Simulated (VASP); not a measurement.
# MnO (Fm-3m) in VASP: notebook, part 2 of 2

VASP 6.6.1. The steps go on from the part before.

## (3) Single point, HF, collinear spin, ferromagnetic start

This run uses another cell than the first one, of 11.00 Å³/atom.

Contents of POSCAR:

```
MnO
1.0
    0.0000000000      2.2239077028      2.2239077028
    2.2239077028      0.0000000000      2.2239077028
    2.2239077028      2.2239077028      0.0000000000
Mn O
1 1
Direct
    0.0000000000      0.0000000000      0.0000000000
    0.5000000000      0.5000000000      0.5000000000
```

Contents of INCAR.step1:

```
PREC = Accurate
ENCUT = 520
EDIFF = 1E-5
ISMEAR = -1
SIGMA = 0.05
LREAL = F
LASPH = T
NELM = 150
ALGO = Normal
ISIF = 2
LWAVE = T
LCHARG = F
ISPIN = 2
MAGMOM = 4 0
LORBIT = 11
LMAXMIX = 4
NBANDS = 20
GGA = PE
```

Contents of INCAR.step2:

```
PREC = Accurate
ENCUT = 520
EDIFF = 1E-6
ISMEAR = -1
SIGMA = 0.05
LREAL = F
LASPH = T
NELM = 150
ALGO = Normal
ISIF = 2
LWAVE = F
LCHARG = F
ISPIN = 2
MAGMOM = 4 0
LORBIT = 11
LMAXMIX = 4
GGA = PE
LHFCALC = T
AEXX = 1.0
ALDAC = 0.0
AGGAC = 0.0
PRECFOCK = Normal
NBANDS = 20
ISTART = 1
```

Contents of KPOINTS:

```
Automatic mesh
0
Gamma
  5 5 5
```

Potentials or basis: VASP PAW PBE potentials, release 64 (Mn_pv, O).

The run is started by

```sh
cat potpaw_PBE.64/Mn_pv/POTCAR potpaw_PBE.64/O/POTCAR > POTCAR
cp INCAR.step1 INCAR
mpirun -np 1 vasp_std > vasp.out
cp INCAR.step2 INCAR
mpirun -np 1 vasp_std > vasp.out
```

OUTCAR:

```text
PREC = Accurate
   ENCUT = 520
   EDIFF = 1E-6
   ISMEAR = -1
   LREAL = F
   LASPH = T
   NELM = 150
   ISIF = 2
   ISPIN = 2
   LORBIT = 11
   GGA = PE
   LHFCALC = T
   AEXX = 1.0
   PRECFOCK = Normal
   ISTART = 1

 ion  position               nearest neighbor table
   1  0.000  0.000  0.000-   2 2.22   2 2.22   2 2.22   2 2.22   2 2.22   2 2.22
   2  0.500  0.500  0.500-   1 2.22   1 2.22   1 2.22   1 2.22   1 2.22   1 2.22

  LATTYP: Found a face centered cubic cell.
 ALAT       =     4.4478154056

  Lattice vectors:

 A1 = (   0.0000000000,   2.2239077028,   2.2239077028)
 A2 = (   2.2239077028,   0.0000000000,   2.2239077028)
 A3 = (   2.2239077028,   2.2239077028,   0.0000000000)

Analysis of symmetry for initial positions (statically):
=====================================================================
 Subroutine PRICEL returns:
 Original cell was already a primitive cell.

 Routine SETGRP: Setting up the symmetry group for a
 face centered cubic supercell.

 Subroutine GETGRP returns: Found 48 space group operations
 (whereof 48 operations were pure point group operations)
 out of a pool of 48 trial point group operations.

The static configuration has the point symmetry O_h .

Analysis of symmetry for dynamics (positions and initial velocities):
=====================================================================
 Subroutine PRICEL returns:
 Original cell was already a primitive cell.

 Routine SETGRP: Setting up the symmetry group for a
 face centered cubic supercell.

 Subroutine GETGRP returns: Found 48 space group operations
 (whereof 48 operations were pure point group operations)
 out of a pool of 48 trial point group operations.

The dynamic configuration has the point symmetry O_h .

Analysis of structural, dynamic, and magnetic symmetry:
=====================================================================
 Subroutine PRICEL returns:
 Original cell was already a primitive cell.

 Routine SETGRP: Setting up the symmetry group for a
 face centered cubic supercell.

 Subroutine GETGRP returns: Found 48 space group operations
 (whereof 48 operations were pure point group operations)
 out of a pool of 48 trial point group operations.

The overall configuration has the point symmetry O_h .

 Subroutine INISYM returns: Found 48 space group operations
 (whereof 48 operations are pure point group operations),
 and found     1 'primitive' translations

----------------------------------------------------------------------------------------

                                     Primitive cell

  volume of cell :      21.9979

  direct lattice vectors                    reciprocal lattice vectors
     0.000000000  2.223907703  2.223907703    -0.224829474  0.224829474  0.224829474
     2.223907703  0.000000000  2.223907703     0.224829474 -0.224829474  0.224829474
     2.223907703  2.223907703  0.000000000     0.224829474  0.224829474 -0.224829474

  length of vectors
     3.145080435  3.145080435  3.145080435     0.389416073  0.389416073  0.389416073
[... 61 lines left out ...]
   LNONCOLLINEAR =      F non collinear calculations
   LSORBIT =      F    spin-orbit coupling
   LASPH  =      T    aspherical Exc in radial PAW
   ENCUT  =  520.0 eV  38.22 Ry    6.18 a.u.   5.85  5.85  5.85*2*pi/ulx,y,z
   NELM   =    150;   NELMIN=  2; NELMDL=  0     # of ELM steps
   EDIFF  = 0.1E-05   stopping-criterion for ELM
   LREAL  =      F    real-space projection
   EDIFFG = 0.1E-04   stopping-criterion for IOM
   NSW    =      0    number of steps for IOM
   IBRION =     -1    ionic relax: 0-MD 1-quasi-New 2-CG
   NFREE  =      0    steps in history (QN), initial steepest desc. (CG)
   ISIF   =      2    stress and relaxation
   ISYM   =      3    0-nonsym 1-usesym 2-fastsym
   POTIM  = 0.5000    time-step for ionic-motion
   TEBEG  =    0.0;   TEEND  =   0.0 temperature during run
   PSTRESS=    0.0 pullay stress
   NELECT =      19.0000    total number of electrons
   NUPDOWN=      -1.0000    fix difference up-down
   EMIN   =  10.00;   EMAX   =-10.00  energy-range for DOS
   EFERMI =   0.00;   METHOD = LEGACY
   ISMEAR =    -1;   SIGMA  =   0.05  broadening in eV -4-tet -1-fermi 0-gaus
   EFERMI_NEDOS =   21; number of points for ismear=-14 and -15
   IALGO  =     38    algorithm
   IMIX   =      1    mixing-type and parameters
     AMIX     =   0.40;   BMIX     =  1.00
     AMIX_MAG =   1.60;   BMIX_MAG =  1.00
  volume/ion in A,a.u.               =      11.00        74.22
  Fermi-wavevector in a.u.,A,eV,Ry     =   1.559071  2.946217 33.071721  2.430703
  Thomas-Fermi vector in A             =   2.662483
   LORBIT       =     11    0 simple, 1 ext, 2 COOP (PROOUT), +10 PAW based schemes
   GGA     = PE    functional components
   LHFCALC =     T    Hartree Fock is set to
   PRECFOCK=normal    Normal, Fast or Accurate (Low or Medium for compatibility)
   ENCUT4O =  -1.0   cutoff for four orbital integrals eV
   NKREDX  =     1    reduce k-point grid by
   NKREDY  =     1    reduce k-point grid by
   NKREDZ  =     1    reduce k-point grid by
   AEXX    =    1.0000 exact exchange contribution
   HFSCREEN=    0.0000 screening length (either q_TF or 0.3 A-1)
   HFSCREENC=   0.0000 screening length for correlation (either q_TF or 0.3 A-1)
   ENCUTFOCK=  -1.0 apply spherical cutoff to Coloumb kernel
   IVDW    =     0    specifies the selected vdW correction
   LEPSILON=     F    determine dielectric tensor
   LRPA    =     F    only Hartree local field effects (RPA)
 spin polarized calculation
  energy-cutoff  :      520.00
  volume of cell :       22.00
 maximum number of plane-waves:       609
  NGX = 18; NGY = 18; NGZ = 18

 number of electron      18.9999991 magnetization       4.9998933

 Free energy of the ion-electron system (eV)
  ---------------------------------------------------
  ext. energy  EPLUGINS =         0.00000000
  ---------------------------------------------------
  free energy    TOTEN  =       -52.51157461 eV

  energy without entropy =      -52.51157461  energy(sigma->0) =      -52.51157461

 E-fermi :   2.4340     XC(G=0):   0.0000

 val. band max:        1.1115140540   @ k =   0.4000   0.0000   0.0000
 cond. band min:      12.3661931993   @ k =   0.0000   0.0000   0.0000
 fundamental gap:     11.2546791453
 Fermi energy:         2.4340341028

 spin component 1

 k-point     1 :       0.0000    0.0000    0.0000
  band No.  band energies     occupation
      1     -61.5710      1.00000
      2     -61.5710      1.00000
      3     -61.5710      1.00000
      4     -23.6571      1.00000
      5      -4.7610      1.00000
      6      -4.7610      1.00000
[... 206 lines left out ...]
      6      -6.2118      1.00000
[... 12 lines left out ...]
     19      41.3127      0.00000
     20      42.0668      0.00000
 Fermi energy:         2.4340341028

 spin component 2

 k-point     1 :       0.0000    0.0000    0.0000
  band No.  band energies     occupation
      1     -48.1913      1.00000
      2     -48.1913      1.00000
      3     -48.1913      1.00000
      4     -22.8659      1.00000
      5      -0.3338      1.00000
      6      -0.3338      1.00000
[... 219 lines left out ...]
     19      42.1650      0.00000
     20      43.9924      0.00000

------------------------ aborting loop because EDIFF is reached ----------------------------------------

  FORCE on cell =-STRESS in cart. coord.  units (eV):
  Direction    XX          YY          ZZ          XY          YZ          ZX
  --------------------------------------------------------------------------------------
  -------------------------------------------------------------------------------------
  Total        1.2227128      1.2227128      1.2227128      0.0000000      0.0000000      0.0000000
  in kB       89.0542751     89.0542751     89.0542751      0.0000000      0.0000000      0.0000000
  external PRESSURE =      89.0542751 kB  Pullay stress =       0.0000000 kB

 VOLUME and BASIS-vectors are now :
 -----------------------------------------------------------------------------
  energy-cutoff  :      520.00
  volume of cell :       22.00
      direct lattice vectors                 reciprocal lattice vectors
     0.000000000  2.223907703  2.223907703    -0.224829474  0.224829474  0.224829474
     2.223907703  0.000000000  2.223907703     0.224829474 -0.224829474  0.224829474
     2.223907703  2.223907703  0.000000000     0.224829474  0.224829474 -0.224829474

 POSITION                                       TOTAL-FORCE (eV/Angst)
 -----------------------------------------------------------------------------------
      0.00000      0.00000      0.00000         0.000000      0.000000      0.000000
      2.22391      2.22391      2.22391         0.000000      0.000000      0.000000
 -----------------------------------------------------------------------------------
    total drift:                               -0.000000      0.000000     -0.000000

  FREE ENERGIE OF THE ION-ELECTRON SYSTEM (eV)
  ---------------------------------------------------
  free  energy   TOTEN  =       -52.5115746141 eV

  energy  without entropy=      -52.5115746141  energy(sigma->0) =      -52.51157461

 total charge

# of ion       s       p       d       tot
------------------------------------------
    1        0.172   6.162   4.954  11.288
    2        1.562   3.609   0.000   5.171
--------------------------------------------------
tot          1.734   9.771   4.954  16.459

 magnetization (x)

# of ion       s       p       d       tot
------------------------------------------
    1        0.012   0.008   4.703   4.723
    2        0.019   0.115   0.000   0.133
--------------------------------------------------
tot          0.031   0.123   4.703   4.857
```

It took 29 min on 1 thread of AMD EPYC 7R13 (Zen 3), shared host; peak memory 0.13 GiB.

Results:

* Free energy: -52.5116 eV
* Pressure: 8.9 GPa
* Band gap on the k mesh: 11.25 eV (least direct gap 12.70 eV)
* Net moment: 5.00 μB per cell
* Site moments: Mn +4.72; O +0.13 μB
* Valence electrons inside the program's atomic spheres: Mn 11.29; O 5.17

Caveat: the k points lie up to 0.49 Å⁻¹ apart; the PAW data sets were made with another functional, which shifts forces and pressure a little; an odd mesh through Γ misses points on the zone boundary, where band edges can lie; a cell with one magnetic atom can't hold antiferromagnetic order, which such compounds often take.
